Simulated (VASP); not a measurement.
# ZrSi2 (P1) in VASP: single point with PBEsol

Aim: the single point of ZrSi2 with PBEsol.

Everything below comes from runs of VASP 6.6.1. Logs are shortened: lines on timing, memory, paths and dates and some standing lists are left out, and cuts for length are marked.

### 1 The cell of the first run

The typed cell holds 6 atoms: a = 8.921 Å, b = 8.569 Å, c = 3.142 Å, α = 87.54°, β = 95.68°, γ = 156.51°.

### 2 Single point, PBEsol

Contents of INCAR:

```
ALGO     = Normal         # electronic algorithm
EDIFF    = 1E-7           # SCF threshold, eV
ENCUT    = 520            # plane-wave cutoff, eV
GGA      = PS             # functional
ISIF     = 2              # what is computed and relaxed
ISMEAR   = 0              # smearing method
LASPH    = T              # aspherical terms in the spheres
LCHARG   = F              # write CHGCAR
LREAL    = F              # projectors in reciprocal space
LWAVE    = F              # write WAVECAR
NBANDS   = 29             # bands
NELM     = 80             # most SCF steps
PREC     = Accurate       # precision mode
SIGMA    = 0.15           # smearing width, eV
```

Contents of KPOINTS:

```
k-points
0
Gamma
  10 10 10
```

Contents of POSCAR:

```
ZrSi2
1.0
    2.1655278345     -8.6465372003     -0.3717294801
    1.3987590134      8.4531190918      0.1331133813
   -0.2374800585      0.1267407617      3.1301118824
Zr Si
2 4
Direct
    0.8943248720      0.1021378660      0.7501618415
    0.1034699299      0.8927633600      0.2485958349
    0.5508823585      0.4443649360      0.7528800410
    0.4507682294      0.5579159243      0.2499247027
    0.2502443680      0.7522099357      0.7493702365
    0.7503102421      0.2506079781      0.2490673435
```

Potentials or basis: VASP PAW PBE potentials, release 64 (Zr_sv, Si).

Run with:

```
$ cat potpaw_PBE.64/Zr_sv/POTCAR potpaw_PBE.64/Si/POTCAR > POTCAR
$ mpirun -np 1 vasp_std > vasp.out
```

OUTCAR:

```text
EDIFF = 1E-7
   ENCUT = 520
   GGA = PS
   ISIF = 2
   ISMEAR = 0
   LASPH = T
   LREAL = F
   NELM = 80
   PREC = Accurate

 ion  position               nearest neighbor table
   1  0.894  0.102  0.750-   4 2.33   4 2.41   4 2.57   4 2.80   6 2.86   5 2.94   6 3.05   3 3.08
                             5 3.23   3 3.38   2 3.80
   2  0.103  0.893  0.249-   3 2.36   3 2.40   3 2.59   3 2.80   5 2.82   6 2.90   5 3.01   4 3.11
                             6 3.20   4 3.39   1 3.80
   3  0.551  0.444  0.753-   4 2.33   2 2.36   2 2.40   4 2.49   2 2.59   2 2.80   1 3.08   1 3.38

   4  0.451  0.558  0.250-   3 2.33   1 2.33   1 2.41   3 2.49   1 2.57   1 2.80   2 3.11   2 3.39

   5  0.250  0.752  0.749-   6 2.20   6 2.21   6 2.54   6 2.55   2 2.82   1 2.94   2 3.01   1 3.23

   6  0.750  0.251  0.249-   5 2.20   5 2.21   5 2.54   5 2.55   1 2.86   2 2.90   1 3.05   2 3.20

  LATTYP: Found a triclinic cell.
 ALAT       =     3.5774975809
 B/A-ratio  =     2.6936931490
 C/A-ratio  =     0.8781739625
 COS(alpha) =     0.0152606278
 COS(beta)  =     0.1439463427
 COS(gamma) =     0.4675046721

  Lattice vectors:

 A1 = (  -3.5642868479,   0.1934181085,   0.2386160988)
 A2 = (  -4.9630458613,  -8.2597009833,   0.1055027175)
 A3 = (  -0.2374800585,   0.1267407617,   3.1301118824)

Analysis of symmetry for initial positions (statically):
=====================================================================
 Subroutine PRICEL returns:
 Original cell was already a primitive cell.

 Routine SETGRP: Setting up the symmetry group for a
 triclinic supercell.

 Subroutine GETGRP returns: Found  1 space group operations
 (whereof  1 operations were pure point group operations)
 out of a pool of  2 trial point group operations.

The static configuration has the point symmetry C_1 .

Analysis of symmetry for dynamics (positions and initial velocities):
=====================================================================
 Subroutine PRICEL returns:
 Original cell was already a primitive cell.

 Routine SETGRP: Setting up the symmetry group for a
 triclinic supercell.

 Subroutine GETGRP returns: Found  1 space group operations
 (whereof  1 operations were pure point group operations)
 out of a pool of  2 trial point group operations.

The dynamic configuration has the point symmetry C_1 .

 Subroutine INISYM returns: Found  1 space group operations
 (whereof  1 operations are pure point group operations),
 and found     1 'primitive' translations

----------------------------------------------------------------------------------------

                                     Primitive cell

  volume of cell :      94.5797

  direct lattice vectors                    reciprocal lattice vectors
     2.165527835 -8.646537200 -0.371729480     0.279577256 -0.046626107  0.023099319
     1.398759013  8.453119092  0.133113381     0.285658665  0.070734681  0.018808679
    -0.237480059  0.126740762  3.130111882     0.021054237 -0.008545391  0.321420783

  length of vectors
     8.921339539  8.569099622  3.141665226     0.284378294  0.294886477  0.322222942

  position of ions in fractional coordinates (direct lattice)
     0.894324872  0.102137866  0.750161842
     0.103469930  0.892763360  0.248595835
     0.550882358  0.444364936  0.752880041
     0.450768229  0.557915924  0.249924703
     0.250244368  0.752209936  0.749370236
     0.750310242  0.250607978  0.249067344

  ion indices of the primitive-cell ions
   primitive index   ion index
                 1           1
                 2           2
                 3           3
                 4           4
                 5           5
                 6           6

----------------------------------------------------------------------------------------

 KPOINTS: k-points

Automatic generation of k-mesh.
 Grid dimensions read from file:
 generate k-points for:   10   10   10

 Generating k-lattice:

  Cartesian coordinates                     Fractional coordinates (reciprocal lattice)
     0.027957726 -0.004662611  0.002309932     0.100000000  0.000000000  0.000000000
     0.028565866  0.007073468  0.001880868     0.000000000  0.100000000  0.000000000
     0.002105424 -0.000854539  0.032142078     0.000000000 -0.000000000  0.100000000

  Length of vectors
     0.028437829  0.029488648  0.032222294

  Shift w.r.t. Gamma in fractional coordinates (k-lattice)
     0.000000000  0.000000000  0.000000000

 Subroutine IBZKPT returns following result:
 ===========================================

 Found    504 irreducible k-points:

 Following reciprocal coordinates:
            Coordinates               Weight
  0.000000  0.000000  0.000000      1.000000
  0.100000  0.000000  0.000000      2.000000
  0.200000  0.000000  0.000000      2.000000
  0.300000 -0.000000  0.000000      2.000000
  0.400000 -0.000000  0.000000      2.000000
  0.500000 -0.000000  0.000000      1.000000
[... 16 lines left out ...]
 -0.400000  0.200000 -0.000000      2.000000
 -0.300000  0.200000  0.000000      2.000000
 [... further k-points ...]
   k-points           NKPTS =    504   k-points in BZ     NKDIM =    504   number of bands    NBANDS=     29
   number of dos      NEDOS =    301   number of ions     NIONS =      6
   total plane-waves  NPLWV = 107520
   dimension x,y,z NGX =    70 NGY =   64 NGZ =   24
   dimension x,y,z NGXF=   140 NGYF=  128 NGZF=   48
   ions per type =               2   4
   NGX,Y,Z   is equivalent  to a cutoff of  13.04, 12.42, 12.70 a.u.
   NGXF,Y,Z  is equivalent  to a cutoff of  26.09, 24.83, 25.40 a.u.
 SYSTEM =  unknown system
   PREC   = accura    normal or accurate (medium, high low for compatibility)
   ISTART =      0    job   : 0-new  1-cont  2-samecut
   ICHARG =      2    charge: 1-file 2-atom 10-const
   ISPIN  =      1    spin polarized calculation?
   LNONCOLLINEAR =      F non collinear calculations
   LSORBIT =      F    spin-orbit coupling
   LASPH  =      T    aspherical Exc in radial PAW
   ENCUT  =  520.0 eV  38.22 Ry    6.18 a.u.  16.59 15.93  5.84*2*pi/ulx,y,z
   NELM   =     80;   NELMIN=  2; NELMDL= -5     # of ELM steps
   EDIFF  = 0.1E-06   stopping-criterion for ELM
   LREAL  =      F    real-space projection
   EDIFFG = 0.1E-05   stopping-criterion for IOM
   NSW    =      0    number of steps for IOM
   IBRION =     -1    ionic relax: 0-MD 1-quasi-New 2-CG
   NFREE  =      0    steps in history (QN), initial steepest desc. (CG)
   ISIF   =      2    stress and relaxation
   ISYM   =      2    0-nonsym 1-usesym 2-fastsym
   POTIM  = 0.5000    time-step for ionic-motion
   TEBEG  =    0.0;   TEEND  =   0.0 temperature during run
   PSTRESS=    0.0 pullay stress
   NELECT =      40.0000    total number of electrons
   NUPDOWN=      -1.0000    fix difference up-down
   EMIN   =  10.00;   EMAX   =-10.00  energy-range for DOS
   EFERMI =   0.00;   METHOD = LEGACY
   ISMEAR =     0;   SIGMA  =   0.15  broadening in eV -4-tet -1-fermi 0-gaus
   EFERMI_NEDOS =   21; number of points for ismear=-14 and -15
   IALGO  =     38    algorithm
   IMIX   =      4    mixing-type and parameters
     AMIX     =   0.40;   BMIX     =  1.00
     AMIX_MAG =   1.60;   BMIX_MAG =  1.00
  volume/ion in A,a.u.               =      15.76       106.38
  Fermi-wavevector in a.u.,A,eV,Ry     =   1.228840  2.322172 20.545461  1.510049
  Thomas-Fermi vector in A             =   2.363751
   LORBIT       =      0    0 simple, 1 ext, 2 COOP (PROOUT), +10 PAW based schemes
   GGA     = PS    functional components
   LHFCALC =     F    Hartree Fock is set to
   AEXX    =    0.0000 exact exchange contribution
   IVDW    =     0    specifies the selected vdW correction
   LEPSILON=     F    determine dielectric tensor
   LRPA    =     F    only Hartree local field effects (RPA)
 non-spin polarized calculation
 Gauss-broadening in eV      SIGMA  =   0.15
  energy-cutoff  :      520.00
  volume of cell :       94.58
 maximum number of plane-waves:      2568
 NGX is ok and might be reduce to    70
   NGX = 33   NGY = 31   NGZ = 11

 number of electron      40.0000000 magnetization

 Free energy of the ion-electron system (eV)
  ---------------------------------------------------
  ext. energy  EPLUGINS =         0.00000000
  ---------------------------------------------------
  free energy    TOTEN  =       -41.04809099 eV

  energy without entropy =      -41.02162282  energy(sigma->0) =      -41.03485691

 E-fermi :  10.4229     XC(G=0): -11.5513

 val. band max:       10.4219582892   @ k =  -0.0000  -0.3000   0.4000
 cond. band min:      10.4278449657   @ k =  -0.4000  -0.2000   0.1000
 fundamental gap:      0.0058866765
 Fermi energy:        10.4229455384

 k-point     1 :       0.0000    0.0000    0.0000
  band No.  band energies     occupation
      1     -37.8971      2.00000
      2     -37.8871      2.00000
      3     -16.2506      2.00000
      4     -16.1481      2.00000
      5     -16.1176      2.00000
      6     -16.0974      2.00000
[... 21 lines left out ...]
     28      14.4171      0.00000
     29      14.5969      0.00000

 k-point     2 :       0.1000    0.0000    0.0000
  band No.  band energies     occupation
      1     -37.8955      2.00000
      2     -37.8856      2.00000
      3     -16.2471      2.00000
      4     -16.1498      2.00000
      5     -16.1416      2.00000
      6     -16.1218      2.00000
[... 21 lines left out ...]
     28      14.3515      0.00000
     29      14.7738      0.00000

 k-point     3 :       0.2000    0.0000    0.0000
  band No.  band energies     occupation
      1     -37.8913      2.00000
      2     -37.8815      2.00000
      3     -16.2445      2.00000
      4     -16.2124      2.00000
      5     -16.1891      2.00000
      6     -16.1357      2.00000
[... 638 lines left out ...]
      5     -16.1883      2.00000
      6     -16.1391      2.00000
[... 21 lines left out ...]
     28      14.2158      0.00000
     29      14.5271      0.00000

 k-point    24 :      -0.3000    0.2000    0.0000
  band No.  band energies     occupation
      1     -37.8955      2.00000
      2     -37.8856      2.00000
      3     -16.2441      2.00000
      4     -16.1518      2.00000
      5     -16.1424      2.00000
      6     -16.1221      2.00000
[... 21 lines left out ...]
     28      14.2841      0.00000
     29      14.5379      0.00000

 [... further k-points ...]

------------------------ aborting loop because EDIFF is reached ----------------------------------------

  FORCE on cell =-STRESS in cart. coord.  units (eV):
  Direction    XX          YY          ZZ          XY          YZ          ZX
  --------------------------------------------------------------------------------------
  -------------------------------------------------------------------------------------
  Total       19.7647326     -5.2625035     27.1415025      3.1851891     -2.3015956     16.9731505
  in kB      334.8139281    -89.1466379    459.7761721     53.9570002    -38.9889542    287.5246182
  external PRESSURE =     235.1478208 kB  Pullay stress =       0.0000000 kB

 VOLUME and BASIS-vectors are now :
 -----------------------------------------------------------------------------
  energy-cutoff  :      520.00
  volume of cell :       94.58
      direct lattice vectors                 reciprocal lattice vectors
     2.165527835 -8.646537200 -0.371729480     0.279577256 -0.046626107  0.023099319
     1.398759013  8.453119092  0.133113381     0.285658665  0.070734681  0.018808679
    -0.237480059  0.126740762  3.130111882     0.021054237 -0.008545391  0.321420783

 POSITION                                       TOTAL-FORCE (eV/Angst)
 -----------------------------------------------------------------------------------
      1.90140     -6.77435      2.02924         1.191115      2.396101      0.385381
      1.41379      6.68349      0.85851        -0.693714     -2.154253     -0.106372
      1.63572     -0.91153      2.21097         0.947350      1.947427      0.253770
      1.69719      0.85022      0.68899        -1.384648     -2.010459     -0.563464
      1.41611      4.28975      2.35272        -0.093135     -0.132967      0.017710
      1.91621     -4.33760      0.53406         0.033032     -0.045849      0.012974
 -----------------------------------------------------------------------------------
    total drift:                                0.000000      0.000006      0.000011

  FREE ENERGIE OF THE ION-ELECTRON SYSTEM (eV)
  ---------------------------------------------------
  free  energy   TOTEN  =       -41.0480909887 eV

  energy  without entropy=      -41.0216228233  energy(sigma->0) =      -41.03485691
```

It took 64 min on 1 thread of Intel Xeon 8259CL, shared host; peak memory 1.1 GiB.

Results:

* Free energy: -41.0481 eV
* Pressure: 23.5 GPa
* Largest force: 2.703 eV/Å
* Band gap on the k mesh: zero (bands 20 and 21 overlap by 1.78 eV)

Forces in eV/Å, atoms in the order of the input:
```
Zr   1.191  2.396  0.385
Zr  -0.694 -2.154 -0.106
Si   0.947  1.947  0.254
Si  -1.385 -2.010 -0.563
Si  -0.093 -0.133  0.018
Si   0.033 -0.046  0.013
```

Stress tensor (GPa, compression positive):
```
33.48  5.40 28.75
 5.40 -8.91 -3.90
28.75 -3.90 45.98
```

Caveat: the cell stands under pressure; the PAW data sets were made with another functional, which shifts forces and pressure a little.
